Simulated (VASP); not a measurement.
Wanted: the native input for a VASP 6.6.1 run.

```
Task                   : single point
Functional             : r2SCAN
Potentials or basis    : VASP PAW PBE potentials, release 64 (Si)
Cutoff                 : 520 eV
k mesh                 : 24 × 24 × 20
Occupations            : gaussian, width 0.15 eV
Spin                   : no spin polarisation
Dipole correction      : no
Further INCAR settings : ALGO = Normal; EDIFF = 1e-06; NBANDS = 8
```

Si:

```xyz
1
Lattice="2.5550 0.0000 0.0000 -1.2775 2.2127 0.0000 0.0000 0.0000 2.4664" Properties=species:S:1:pos:R:3 pbc="T T T"
Si    0.0000    0.0000    0.0000
```

This cell differs from its parent crystal: strain -0.025 along x and y, +0.000 along z.

These files were run (other wordings do the same):

POSCAR

```
Si
1.0
    2.5550292445      0.0000000000      0.0000000000
   -1.2775146223      2.2127202332      0.0000000000
    0.0000000000      0.0000000000      2.4663543900
Si
1
Direct
    0.0000000000      0.0000000000      0.0000000000
```

INCAR.step1

```
ALGO = Normal ; EDIFF = 1E-4
ENCUT = 520 ; GGA = PE
ISMEAR = 0 ; LASPH = True
LCHARG = False ; LREAL = False
LWAVE = True ; NBANDS = 8
NELM = 100 ; PREC = Accurate
SIGMA = 0.15
```

INCAR.step2

```
ALGO = Normal ; EDIFF = 1E-6
ENCUT = 520 ; ISIF = 2
ISMEAR = 0 ; ISTART = 1
LASPH = True ; LCHARG = True
LELF = True ; LMIXTAU = True
LREAL = False ; LVHAR = True
LWAVE = False ; METAGGA = R2SCAN
NBANDS = 8 ; NELM = 100
PREC = Accurate ; SIGMA = 0.15
```

KPOINTS

```
k-points
0
Gamma
  24 24 20
```

Potentials or basis: VASP PAW PBE potentials, release 64 (Si).

Launch:

```bash
$ cat potpaw_PBE.64/Si/POTCAR > POTCAR
$ cp INCAR.step1 INCAR
$ mpirun -np 1 vasp_std > vasp.out
$ cp INCAR.step2 INCAR
$ mpirun -np 1 vasp_std > vasp.out
```

Results of the run:

```yaml
Pressure: 8.6 GPa
Band_gap_on_the_k_mesh: zero (band 2 reaches 18.01 eV, above the bottom of band 3 at 5.32 eV)
```

Caveat: the cell differs from its parent crystal (strain -0.025 along x and y, +0.000 along z); the PAW data sets were made with another functional, which shifts forces and pressure a little.

Run time: 3.1 min on 1 thread of Intel(R) Xeon(R) Platinum 8259CL CPU @ 2.50GHz (Skylake/Cascade Lake), with other jobs on the host, peak memory 0.17 GiB.
